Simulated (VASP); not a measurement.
Input of a VASP 6.6.1 run:

Contents of INCAR:

```
SYSTEM = Si62As
  PREC = Accurate
  ENCUT = 520
  EDIFF = 1E-6
  ISMEAR = 0
  SIGMA = 0.05
  LREAL = Auto
  LASPH = .True.
  NELM = 60
  ALGO = Normal
  ISIF = 2
  LWAVE = .False.
  LCHARG = .False.
  GGA = PE
  IVDW = 12
  NELECT = 252.0
  NBANDS = 164
```

File KPOINTS:

```
Automatic mesh
0
Gamma
  1 1 1
  0 0 0
```

Contents of POSCAR:

```
Si62As
1.0
   10.8600000000      0.0000000000      0.0000000000
    0.0000000000     10.8600000000      0.0000000000
    0.0000000000      0.0000000000     10.8600000000
Si As
62 1
Direct
    0.4994392265      0.0002756906      0.0002756906
    0.6272770718      0.1252231123      0.1252231123
    0.7506355433      0.2493644567     -0.0018186004
    0.8747768877      0.3727229282      0.1252231123
    0.7506355433     -0.0018186004      0.2493644567
    0.8747768877      0.1252231123      0.3727229282
    0.0001443831     -0.0001443831     -0.0001443831
    0.1263567219      0.1248214549      0.1248214549
    0.2519792818      0.2496612339      0.0008704420
    0.3782909761      0.3766263352      0.1289994475
    0.4995229282      0.5004770718      0.0002406077
    0.6233736648      0.6217090239      0.1289994475
    0.7503387661      0.7480207182      0.0008704420
    0.8751785451      0.8736432781      0.1248214549
    0.2519792818      0.0008704420      0.2496612339
    0.3782909761      0.1289994475      0.3766263352
    0.5063767035      0.2502789134      0.2502789134
    0.7497210866      0.4936232965      0.2502789134
    0.8710005525      0.6217090239      0.3766263352
    0.4995229282      0.0002406077      0.5004770718
    0.6233736648      0.1289994475      0.6217090239
    0.7497210866      0.2502789134      0.4936232965
    0.8710005525      0.3766263352      0.6217090239
    0.7503387661      0.0008704420      0.7480207182
    0.8751785451      0.1248214549      0.8736432781
   -0.0002756906      0.5005607735      0.0002756906
    0.1253584715      0.6243069982      0.1262477901
    0.2494982505      0.7505017495      0.0009232965
    0.3756930018      0.8746415285      0.1262477901
    0.0018186004      0.2493644567      0.2493644567
    0.1243626151      0.3753709024      0.3753709024
    0.2510562615      0.5001383978      0.2526193370
    0.3745124309      0.6254875691      0.3790016575
    0.4998616022      0.7489437385      0.2526193370
    0.6246290976      0.8756373849      0.3753709024
   -0.0002756906      0.0002756906      0.5005607735
    0.1253584715      0.1262477901      0.6243069982
    0.2510562615      0.2526193370      0.5001383978
    0.3745124309      0.3790016575      0.6254875691
    0.6209983425      0.6254875691      0.6254875691
    0.7473806630      0.7489437385      0.5001383978
    0.8737522099      0.8746415285      0.6243069982
    0.2494982505      0.0009232965      0.7505017495
    0.3756930018      0.1262477901      0.8746415285
    0.4998616022      0.2526193370      0.7489437385
    0.6246290976      0.3753709024      0.8756373849
    0.7473806630      0.5001383978      0.7489437385
    0.8737522099      0.6243069982      0.8746415285
   -0.0008704420      0.7480207182      0.2496612339
    0.1243533149      0.8756466851      0.3758838858
   -0.0002406077      0.5004770718      0.5004770718
    0.1236334254      0.6261070902      0.6261070902
    0.2493030387      0.7506969613      0.5019725599
    0.3738929098      0.8763665746      0.6261070902
   -0.0008704420      0.2496612339      0.7480207182
    0.1243533149      0.3758838858      0.8756466851
    0.2493030387      0.5019725599      0.7506969613
    0.3738929098      0.6261070902      0.8763665746
    0.4980274401      0.7506969613      0.7506969613
    0.6241161142      0.8756466851      0.8756466851
   -0.0009232965      0.7505017495      0.7505017495
    0.1244842541      0.8755157459      0.8755157459
    0.5132024862      0.4867975138      0.4867975138
```

Potentials or basis: VASP PAW PBE potentials, release 64 (Si, As).

Launch:

```bash
$ cat potpaw_PBE.64/Si/POTCAR potpaw_PBE.64/As/POTCAR > POTCAR
$ mpirun -np 1 vasp_gam > vasp.out
```

Estimate the largest force.

0.030 eV/Å.

Predict the dispersion energy per atom.

-0.317 eV.

Forces in eV/Å, atoms in the order of the input:
```
Si   0.002 -0.001 -0.001
Si  -0.002 -0.010 -0.010
Si   0.004 -0.004  0.003
Si   0.010  0.002 -0.010
Si   0.004  0.003 -0.004
Si   0.010 -0.010  0.002
Si   0.005 -0.005 -0.005
Si   0.001  0.001  0.001
Si   0.002 -0.002  0.004
Si  -0.009  0.000 -0.009
Si  -0.004  0.004  0.000
Si   0.000  0.009 -0.009
Si   0.002 -0.002  0.004
Si  -0.001 -0.001  0.001
Si   0.002  0.004 -0.002
Si  -0.009 -0.009  0.000
Si   0.010  0.005  0.005
Si  -0.005 -0.010  0.005
Si   0.009  0.009  0.000
Si  -0.004  0.000  0.004
Si   0.000 -0.009  0.009
Si  -0.005  0.005 -0.010
Si   0.009  0.000  0.009
Si   0.002  0.004 -0.002
Si  -0.001  0.001 -0.001
Si   0.001 -0.002 -0.001
Si   0.000  0.000 -0.002
Si  -0.001  0.001  0.001
Si   0.000  0.000 -0.002
Si  -0.003 -0.004 -0.004
Si   0.002  0.002  0.002
Si   0.000  0.000 -0.002
Si  -0.014  0.014 -0.002
Si   0.000  0.000 -0.002
Si  -0.002 -0.002  0.002
Si   0.001 -0.001 -0.002
Si   0.000 -0.002  0.000
Si   0.000 -0.002  0.000
Si  -0.014 -0.002  0.014
Si   0.002  0.014  0.014
Si   0.002  0.000  0.000
Si   0.002  0.000  0.000
Si  -0.001  0.001  0.001
Si   0.000 -0.002  0.000
Si   0.000 -0.002  0.000
Si  -0.002  0.002 -0.002
Si   0.002  0.000  0.000
Si   0.002  0.000  0.000
Si  -0.004 -0.002 -0.002
Si   0.000  0.000  0.002
Si   0.000  0.004  0.004
Si  -0.003  0.003  0.003
Si  -0.005  0.005 -0.003
Si  -0.003  0.003  0.003
Si  -0.004 -0.002 -0.002
Si   0.000  0.002  0.000
Si  -0.005 -0.003  0.005
Si  -0.003  0.003  0.003
Si   0.003  0.005  0.005
Si  -0.002  0.000  0.000
Si  -0.001  0.001  0.001
Si  -0.002  0.002  0.002
As   0.017 -0.017 -0.017
```

Caveat: the k points lie up to 0.58 Å⁻¹ apart; the cell carries a net charge on a neutralising background, which shifts energy and pressure.
